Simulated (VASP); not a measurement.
# NaF (I4/mmm) in VASP: settings compared

NaF is run at these levels: PBE, r2SCAN, HSE06; tasks: single point.

Everything below comes from runs of VASP 6.6.1. Logs are shortened: lines on timing, memory, paths and dates and some standing lists are left out, and cuts for length are marked.

### 1 The cell of the first run

It takes space group I4/mmm (No. 139, tetragonal). The conventional cell has a = 3.060 Å, b = 3.060 Å, c = 4.594 Å, α = 90.00°, β = 90.00°, γ = 90.00°. Na (site symmetry 4/mmm) has 6 F at 2.16 to 2.30 Å within 2.9 Å. Within 2.9 Å of F (site symmetry 4/mmm) lie 6 Na at 2.16 to 2.30 Å.

### 2 Single point, PBE (biaxial xy strain -5.8%)

INCAR

```
ALGO     = Normal         # electronic algorithm
EDIFF    = 1E-6           # SCF threshold, eV
ENCUT    = 520            # plane-wave cutoff, eV
GGA      = PE             # functional
ISIF     = 2              # what is computed and relaxed
ISMEAR   = -1             # smearing method
LASPH    = T              # aspherical terms in the spheres
LCHARG   = F              # write CHGCAR
LREAL    = F              # projectors in reciprocal space
LWAVE    = F              # write WAVECAR
NBANDS   = 14             # bands
NELM     = 100            # most SCF steps
PREC     = Accurate       # precision mode
SIGMA    = 0.02           # smearing width, eV
```

KPOINTS

```
k-points
0
Gamma
  10 10 10
```

POSCAR

```
NaF
1.0
    0.0000000000      2.1634729054      2.2971680881
    2.1634729054      0.0000000000      2.2971680881
    2.1634729054      2.1634729054      0.0000000000
Na F
1 1
Direct
    0.0000000000      0.0000000000      0.0000000000
    0.5000000000      0.5000000000      0.5000000000
```

Potentials or basis: VASP PAW PBE potentials, release 64 (Na_pv, F).

Command:

```bash
$ cat potpaw_PBE.64/Na_pv/POTCAR potpaw_PBE.64/F/POTCAR > POTCAR
$ mpirun -np 1 vasp_std > vasp.out
```

OUTCAR:

```text
EDIFF = 1E-6
   ENCUT = 520
   GGA = PE
   ISIF = 2
   ISMEAR = -1
   LASPH = T
   LREAL = F
   NELM = 100
   PREC = Accurate

 ion  position               nearest neighbor table
   1  0.000  0.000  0.000-   2 2.16   2 2.16   2 2.16   2 2.16   2 2.30   2 2.30
   2  0.500  0.500  0.500-   1 2.16   1 2.16   1 2.16   1 2.16   1 2.30   1 2.30

  LATTYP: Found a body centered tetragonal cell.
 ALAT       =     3.0596127246
 C/A-ratio  =     1.5016070953

  Lattice vectors:

 A1 = (  -2.1634729054,   0.0000000000,   2.2971680881)
 A2 = (   2.1634729054,   0.0000000000,   2.2971680881)
 A3 = (   0.0000000000,   2.1634729054,  -2.2971680881)

Analysis of symmetry for initial positions (statically):
=====================================================================
 Subroutine PRICEL returns:
 Original cell was already a primitive cell.

 Routine SETGRP: Setting up the symmetry group for a
 body centered tetragonal supercell.

 Subroutine GETGRP returns: Found 16 space group operations
 (whereof 16 operations were pure point group operations)
 out of a pool of 16 trial point group operations.

The static configuration has the point symmetry D_4h.

Analysis of symmetry for dynamics (positions and initial velocities):
=====================================================================
 Subroutine PRICEL returns:
 Original cell was already a primitive cell.

 Routine SETGRP: Setting up the symmetry group for a
 body centered tetragonal supercell.

 Subroutine GETGRP returns: Found 16 space group operations
 (whereof 16 operations were pure point group operations)
 out of a pool of 16 trial point group operations.

The dynamic configuration has the point symmetry D_4h.

 Subroutine INISYM returns: Found 16 space group operations
 (whereof 16 operations are pure point group operations),
 and found     1 'primitive' translations

----------------------------------------------------------------------------------------

                                     Primitive cell

  volume of cell :      21.5043

  direct lattice vectors                    reciprocal lattice vectors
     0.000000000  2.163472905  2.297168088    -0.231109897  0.231109897  0.217659301
     2.163472905  0.000000000  2.297168088     0.231109897 -0.231109897  0.217659301
     2.163472905  2.163472905  0.000000000     0.231109897  0.231109897 -0.217659301

  length of vectors
     3.155565914  3.155565914  3.059612725     0.392681983  0.392681983  0.392681983

  position of ions in fractional coordinates (direct lattice)
     0.000000000  0.000000000  0.000000000
     0.500000000  0.500000000  0.500000000

  ion indices of the primitive-cell ions
   primitive index   ion index
                 1           1
                 2           2

----------------------------------------------------------------------------------------

 KPOINTS: k-points

Automatic generation of k-mesh.
 Grid dimensions read from file:
 generate k-points for:   10   10   10

 Generating k-lattice:

  Cartesian coordinates                     Fractional coordinates (reciprocal lattice)
    -0.023110990  0.023110990  0.021765930     0.100000000 -0.000000000  0.000000000
     0.023110990 -0.023110990  0.021765930    -0.000000000  0.100000000  0.000000000
     0.023110990  0.023110990 -0.021765930     0.000000000  0.000000000  0.100000000

  Length of vectors
     0.039268198  0.039268198  0.039268198

  Shift w.r.t. Gamma in fractional coordinates (k-lattice)
     0.000000000  0.000000000  0.000000000

 Subroutine IBZKPT returns following result:
 ===========================================

 Found    102 irreducible k-points:

 Following reciprocal coordinates:
            Coordinates               Weight
  0.000000  0.000000  0.000000      1.000000
  0.100000 -0.000000  0.000000      8.000000
  0.200000 -0.000000  0.000000      8.000000
  0.300000  0.000000  0.000000      8.000000
  0.400000 -0.000000  0.000000      8.000000
  0.500000 -0.000000  0.000000      4.000000
[... 16 lines left out ...]
  0.300000  0.300000  0.000000      2.000000
  0.400000  0.300000  0.000000      8.000000
 [... further k-points ...]
   k-points           NKPTS =    102   k-points in BZ     NKDIM =    102   number of bands    NBANDS=     14
   number of dos      NEDOS =    301   number of ions     NIONS =      2
   total plane-waves  NPLWV =  13824
   dimension x,y,z NGX =    24 NGY =   24 NGZ =   24
   dimension x,y,z NGXF=    48 NGYF=   48 NGZF=   48
   ions per type =               1   1
   NGX,Y,Z   is equivalent  to a cutoff of  12.64, 12.64, 13.04 a.u.
   NGXF,Y,Z  is equivalent  to a cutoff of  25.29, 25.29, 26.08 a.u.
 SYSTEM =  unknown system
   PREC   = accura    normal or accurate (medium, high low for compatibility)
   ISTART =      0    job   : 0-new  1-cont  2-samecut
   ICHARG =      2    charge: 1-file 2-atom 10-const
   ISPIN  =      1    spin polarized calculation?
   LNONCOLLINEAR =      F non collinear calculations
   LSORBIT =      F    spin-orbit coupling
   LASPH  =      T    aspherical Exc in radial PAW
   ENCUT  =  520.0 eV  38.22 Ry    6.18 a.u.   5.87  5.87  5.69*2*pi/ulx,y,z
   NELM   =    100;   NELMIN=  2; NELMDL= -5     # of ELM steps
   EDIFF  = 0.1E-05   stopping-criterion for ELM
   LREAL  =      F    real-space projection
   EDIFFG = 0.1E-04   stopping-criterion for IOM
   NSW    =      0    number of steps for IOM
   IBRION =     -1    ionic relax: 0-MD 1-quasi-New 2-CG
   NFREE  =      0    steps in history (QN), initial steepest desc. (CG)
   ISIF   =      2    stress and relaxation
   ISYM   =      2    0-nonsym 1-usesym 2-fastsym
   POTIM  = 0.5000    time-step for ionic-motion
   TEBEG  =    0.0;   TEEND  =   0.0 temperature during run
   PSTRESS=    0.0 pullay stress
   NELECT =      14.0000    total number of electrons
   NUPDOWN=      -1.0000    fix difference up-down
   EMIN   =  10.00;   EMAX   =-10.00  energy-range for DOS
   EFERMI =   0.00;   METHOD = LEGACY
   ISMEAR =    -1;   SIGMA  =   0.02  broadening in eV -4-tet -1-fermi 0-gaus
   EFERMI_NEDOS =   21; number of points for ismear=-14 and -15
   IALGO  =     38    algorithm
   IMIX   =      4    mixing-type and parameters
     AMIX     =   0.40;   BMIX     =  1.00
     AMIX_MAG =   1.60;   BMIX_MAG =  1.00
  volume/ion in A,a.u.               =      10.75        72.56
  Fermi-wavevector in a.u.,A,eV,Ry     =   1.418869  2.681273 27.391100  2.013189
  Thomas-Fermi vector in A             =   2.539949
   LORBIT       =      0    0 simple, 1 ext, 2 COOP (PROOUT), +10 PAW based schemes
   GGA     = PE    functional components
   LHFCALC =     F    Hartree Fock is set to
   AEXX    =    0.0000 exact exchange contribution
   IVDW    =     0    specifies the selected vdW correction
   LEPSILON=     F    determine dielectric tensor
   LRPA    =     F    only Hartree local field effects (RPA)
 non-spin polarized calculation
  energy-cutoff  :      520.00
  volume of cell :       21.50
 maximum number of plane-waves:       596
   NGX = 11   NGY = 11   NGZ = 11

 number of electron      14.0000003 magnetization

 Free energy of the ion-electron system (eV)
  ---------------------------------------------------
  ext. energy  EPLUGINS =         0.00000000
  ---------------------------------------------------
  free energy    TOTEN  =        -8.38351841 eV

  energy without entropy =       -8.38351841  energy(sigma->0) =       -8.38351841

 E-fermi :  -0.9585     XC(G=0):  -9.8679

 val. band max:       -1.3588464882   @ k =   0.0000   0.0000   0.0000
 cond. band min:       5.7779138762   @ k =   0.0000   0.0000   0.0000
 fundamental gap:      7.1367603644
 Fermi energy:        -0.9584795141

 k-point     1 :       0.0000    0.0000    0.0000
  band No.  band energies     occupation
      1     -20.8276      2.00000
      2     -19.9117      2.00000
      3     -19.8942      2.00000
      4     -19.8942      2.00000
      5      -1.3903      2.00000
      6      -1.3588      2.00000
      7      -1.3588      2.00000
      8       5.7779      0.00000
      9      18.3667      0.00000
     10      18.8466      0.00000
     11      18.8466      0.00000
     12      21.8739      0.00000
     13      23.3002      0.00000
     14      25.1452      0.00000

 k-point     2 :       0.1000   -0.0000    0.0000
  band No.  band energies     occupation
      1     -20.9221      2.00000
      2     -19.9118      2.00000
      3     -19.8946      2.00000
      4     -19.7832      2.00000
      5      -1.6057      2.00000
      6      -1.4162      2.00000
      7      -1.3901      2.00000
      8       6.1723      0.00000
      9      17.3372      0.00000
     10      18.7061      0.00000
     11      19.0570      0.00000
     12      23.0186      0.00000
     13      23.5181      0.00000
     14      24.7724      0.00000

 k-point     3 :       0.2000   -0.0000    0.0000
  band No.  band energies     occupation
      1     -21.1070      2.00000
      2     -19.9193      2.00000
      3     -19.8955      2.00000
      4     -19.5464      2.00000
      5      -2.1519      2.00000
      6      -1.5110      2.00000
      7      -1.4713      2.00000
      8       7.1758      0.00000
      9      15.5411      0.00000
     10      19.1510      0.00000
     11      19.6272      0.00000
     12      22.5776      0.00000
     13      24.1206      0.00000
     14      25.2150      0.00000

 k-point     4 :       0.3000    0.0000    0.0000
  band No.  band energies     occupation
      1     -21.2766      2.00000
      2     -19.9289      2.00000
      3     -19.8967      2.00000
      4     -19.3106      2.00000
      5      -2.7321      2.00000
      6      -1.6251      2.00000
      7      -1.5703      2.00000
      8       8.4550      0.00000
      9      14.0735      0.00000
     10      19.6019      0.00000
     11      20.3473      0.00000
     12      22.4594      0.00000
     13      23.6992      0.00000
     14      25.1875      0.00000

 k-point     5 :       0.4000   -0.0000    0.0000
  band No.  band energies     occupation
      1     -21.3888      2.00000
      2     -19.9367      2.00000
      3     -19.8977      2.00000
      4     -19.1435      2.00000
      5      -3.1508      2.00000
      6      -1.7154      2.00000
      7      -1.6492      2.00000
      8       9.6903      0.00000
      9      12.9504      0.00000
     10      19.7956      0.00000
     11      20.8665      0.00000
[... 276 lines left out ...]
 k-point    22 :      -0.2000    0.2000    0.0000
  band No.  band energies     occupation
      1     -21.3017      2.00000
      2     -19.9717      2.00000
      3     -19.8903      2.00000
      4     -19.2391      2.00000
      5      -2.7327      2.00000
      6      -1.8402      2.00000
      7      -1.6014      2.00000
      8       8.9843      0.00000
      9      13.7619      0.00000
     10      18.3109      0.00000
     11      21.3950      0.00000
     12      22.2177      0.00000
     13      22.9803      0.00000
     14      27.1428      0.00000

 k-point    23 :       0.3000    0.3000    0.0000
  band No.  band energies     occupation
      1     -20.8871      2.00000
      2     -19.9406      2.00000
      3     -19.9406      2.00000
      4     -19.7439      2.00000
      5      -2.6669      2.00000
      6      -1.6315      2.00000
      7      -1.6315      2.00000
      8       9.1997      0.00000
      9      13.9427      0.00000
     10      17.5028      0.00000
     11      20.2385      0.00000
     12      20.2385      0.00000
     13      26.3506      0.00000
     14      27.3454      0.00000

 k-point    24 :       0.4000    0.3000    0.0000
  band No.  band energies     occupation
      1     -20.8767      2.00000
      2     -19.9889      2.00000
      3     -19.9466      2.00000
      4     -19.7010      2.00000
      5      -2.8079      2.00000
      6      -1.7755      2.00000
      7      -1.6893      2.00000
      8      10.2157      0.00000
      9      13.4575      0.00000
     10      16.4593      0.00000
     11      20.3532      0.00000
     12      20.5457      0.00000
     13      26.2079      0.00000
     14      27.7289      0.00000

 [... further k-points ...]
[... 5 lines left out ...]
  --------------------------------------------------------------------------------------
  -------------------------------------------------------------------------------------
  Total        2.2951723      2.2951723      0.9524047      0.0000000     -0.0000000      0.0000000
  in kB      171.0016040    171.0016040     70.9588248      0.0000000     -0.0000000      0.0000000
  external PRESSURE =     137.6540109 kB  Pullay stress =       0.0000000 kB

 VOLUME and BASIS-vectors are now :
 -----------------------------------------------------------------------------
  energy-cutoff  :      520.00
  volume of cell :       21.50
      direct lattice vectors                 reciprocal lattice vectors
     0.000000000  2.163472905  2.297168088    -0.231109897  0.231109897  0.217659301
     2.163472905  0.000000000  2.297168088     0.231109897 -0.231109897  0.217659301
     2.163472905  2.163472905  0.000000000     0.231109897  0.231109897 -0.217659301

 POSITION                                       TOTAL-FORCE (eV/Angst)
 -----------------------------------------------------------------------------------
      0.00000      0.00000      0.00000         0.000000     -0.000000     -0.000000
      2.16347      2.16347      2.29717        -0.000000      0.000000      0.000000
 -----------------------------------------------------------------------------------
    total drift:                                0.000000     -0.000000      0.000000

  FREE ENERGIE OF THE ION-ELECTRON SYSTEM (eV)
  ---------------------------------------------------
  free  energy   TOTEN  =        -8.3835184116 eV

  energy  without entropy=       -8.3835184116  energy(sigma->0) =       -8.38351841
```

Run time: 16 s. Hardware: 1 thread of Intel Xeon Platinum 8259CL at 2.50GHz (Skylake/Cascade Lake), shared host; peak memory 0.15 GiB.

Results:

* Free energy: -8.3835 eV
* Pressure: 13.8 GPa
* Band gap on the k mesh: 7.14 eV

Stress tensor (GPa, compression positive):
```
17.10  0.00  0.00
 0.00 17.10  0.00
 0.00  0.00  7.10
```

Caveat: the cell differs from its parent crystal (biaxial xy strain -5.8%); the cell stands under pressure.

### 3 Single point, r2SCAN (biaxial xy strain -5.8%)

POSCAR is that of step 2.

INCAR.step1

```
PREC = Accurate
ENCUT = 520
ISMEAR = 0
SIGMA = 0.01
LREAL = F
LASPH = T
NELM = 100
NBANDS = 14
GGA = PE
ALGO = Normal
EDIFF = 1E-4
LWAVE = T
LCHARG = F
```

INCAR.step2

```
PREC = Accurate
ENCUT = 520
EDIFF = 1E-6
ISMEAR = 0
SIGMA = 0.01
LREAL = F
LASPH = T
NELM = 100
ALGO = Normal
ISIF = 2
LWAVE = F
LCHARG = F
METAGGA = R2SCAN
LMIXTAU = T
NBANDS = 14
ISTART = 1
```

KPOINTS

```
Automatic mesh
0
Gamma
  10 10 10
```

Potentials or basis: VASP PAW PBE potentials, release 64 (Na_pv, F).

Command:

```bash
$ cat potpaw_PBE.64/Na_pv/POTCAR potpaw_PBE.64/F/POTCAR > POTCAR
$ cp INCAR.step1 INCAR
$ mpirun -np 1 vasp_std > vasp.out
$ cp INCAR.step2 INCAR
$ mpirun -np 1 vasp_std > vasp.out
```

It took 62 s on 1 thread of Intel Xeon Platinum 8259CL at 2.50GHz (Skylake/Cascade Lake), shared host; peak memory 0.15 GiB.

Results (log left out):

```yaml
Free_energy: -12.5190 eV
Pressure: 9.0 GPa
Band_gap_on_the_k_mesh: 8.04 eV
```

Stress tensor (GPa, compression positive):
```
12.31  0.00  0.00
 0.00 12.31  0.00
 0.00  0.00  2.35
```

Levels at points of the mesh, in eV from the valence-band top:
```
           k point  band 4  band 5  band 6  band 7  band 8  band 9  band 10  band 11
(0.00, 0.00, 0.00)  -19.07   -0.04    0.00    0.00    8.04   20.54    21.02    21.02
(0.50, 0.00, 0.00)  -18.46   -1.91   -0.41   -0.34   12.59   14.71    22.52    23.73
(0.50, 0.50, 0.00)  -19.14   -1.60   -0.40   -0.40   14.81   14.85    16.35    23.66
(0.50, 0.00, 0.50)  -19.16   -1.45   -0.56   -0.49   14.22   15.67    16.43    22.57
```

Caveat: the cell differs from its parent crystal (biaxial xy strain -5.8%); the cell stands under pressure; the PAW data sets were made with another functional, which shifts forces and pressure a little. A k mesh can miss the band edges.

(Continued in part 2 of 2.)
